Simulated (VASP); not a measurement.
Wanted: the native input for a VASP 6.6.1 run.

```
Task                   : relaxation of cell and atoms
Functional             : PBE
Potentials or basis    : VASP PAW PBE potentials, release 64 (Ir)
Cutoff                 : 600 eV
k mesh                 : 9 × 9 × 12
Occupations            : fermi-dirac, width 0.05 eV
Spin                   : collinear spin
Starting moments       : [1.0, 1.0, 1.0] μB
Dipole correction      : no
Further INCAR settings : ALGO = Normal; EDIFF = 1e-07; IBRION = 2; EDIFFG = -0.01; NSW = 80; ISIF = 3
```

The structure of Ir lies in POSCAR:

```
Ir
1.0
    4.3081096287      0.0000000000      0.0000000000
   -2.1540548143      3.7309323807      0.0000000000
    0.0000000000      0.0000000000      2.6408712024
Ir
3
Direct
    0.0000000000      0.0000000000      0.0000000000
    0.3333333333      0.6666666667      0.5000000000
    0.6666666667      0.3333333333      0.5000000000
```

This isn't the form of Ir at room conditions, which is fcc.

The input as run:

INCAR

```
SYSTEM = Ir
ALGO     = Normal         ! electronic algorithm
EDIFF    = 1E-7           ! SCF threshold, eV
EDIFFG   = -0.01          ! ionic threshold
ENCUT    = 600            ! plane-wave cutoff, eV
GGA      = PE             ! functional
IBRION   = 2              ! ionic algorithm
ISIF     = 3              ! what is computed and relaxed
ISMEAR   = -1             ! smearing method
ISPIN    = 2              ! spin polarisation
LASPH    = .TRUE.         ! aspherical terms in the spheres
LCHARG   = .FALSE.        ! write CHGCAR
LMAXMIX  = 4              ! l up to which the mixer works
LORBIT   = 11             ! projections on sites
LREAL    = .FALSE.        ! projectors in reciprocal space
LWAVE    = .FALSE.        ! write WAVECAR
MAGMOM   = 1 1 1          ! initial moments
NELM     = 150            ! most SCF steps
NSW      = 80             ! ionic steps
PREC     = Accurate       ! precision mode
SIGMA    = 0.05           ! smearing width, eV
```

KPOINTS

```
k-points
0
G
  9 9 12
  0 0 0
```

Potentials or basis: VASP PAW PBE potentials, release 64 (Ir).

Command:

```sh
$ cat potpaw_PBE.64/Ir/POTCAR > POTCAR
$ mpirun -np 1 vasp_std > vasp.out
```

Results of the run:

```
Relaxed volume                                        : 14.98 Å³/atom
Relaxed cell                                          : a = 4.381 Å, b = 4.381 Å, c = 2.703 Å, α = 90.00°, β = 90.00°, γ = 120.00°
Space group after relaxing (to 0.1 Å)                 : P6/mmm (No. 191)
Energy gained by relaxing                             : 51.9 meV/atom
Ionic steps                                           : 9
Pressure after relaxing                               : 0.0 GPa
Net moment                                            : 0.00 μB per cell
Valence electrons inside the program's atomic spheres : Ir 8.13, 8.34 (each value once)
```

It took 15 min on 1 thread of Intel(R) Xeon(R) Platinum 8259CL CPU @ 2.50GHz (Skylake/Cascade Lake), with other jobs on the host, peak memory 0.29 GiB.
